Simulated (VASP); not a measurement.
Sb: single point with PBE

The system is Sb.

```xyz
1
Lattice="-1.5776 1.5802 2.7118 1.5670 -1.5443 2.6848 1.6043 1.5710 -2.6909" Properties=species:S:1:pos:R:3 pbc="T T T"
Sb    0.0066    0.0476    0.0149
```

| Quantity | Value |
| --- | --- |
| Program | VASP 6.6.1 |
| Task | single point |
| Functional | PBE |
| Potentials or basis | VASP PAW PBE potentials, release 64 (Sb) |
| Cutoff | 520 eV |
| k mesh | 13 × 13 × 16 |
| Occupations | fermi-dirac, width 0.05 eV |
| Spin | no spin polarisation |
| Dipole correction | no |
| Further INCAR settings | ALGO = Normal; EDIFF = 1e-06; NBANDS = 8 |

The pressure is 1.8 GPa. The band gap on the k mesh is zero (an odd number of electrons rules out a gap without spin polarisation).

Stress tensor (GPa, compression positive):
```
1.21 0.06 0.09
0.06 1.89 0.01
0.09 0.01 2.17
```

Levels at points of the mesh, in eV from the Fermi level:
| k point | band 1 | band 2 | band 3 | band 4 | band 5 | band 6 | band 7 |
| --- | --- | --- | --- | --- | --- | --- | --- |
| (0.00, 0.00, 0.00) | -12.95 | 4.70 | 5.33 | 5.51 | 9.35 | 10.60 | 10.62 |
| (0.00, 0.00, 0.50) | -6.77 | -4.51 | -0.90 | 0.73 | 3.57 | 4.47 | 15.73 |

Run time: 2 min on 1 thread of Intel(R) Xeon(R) 6975P-C (Granite Rapids), with other jobs on the host, peak memory 0.4 GiB.

Caveat: spin-orbit coupling is left out, which moves the levels of the heavy elements.
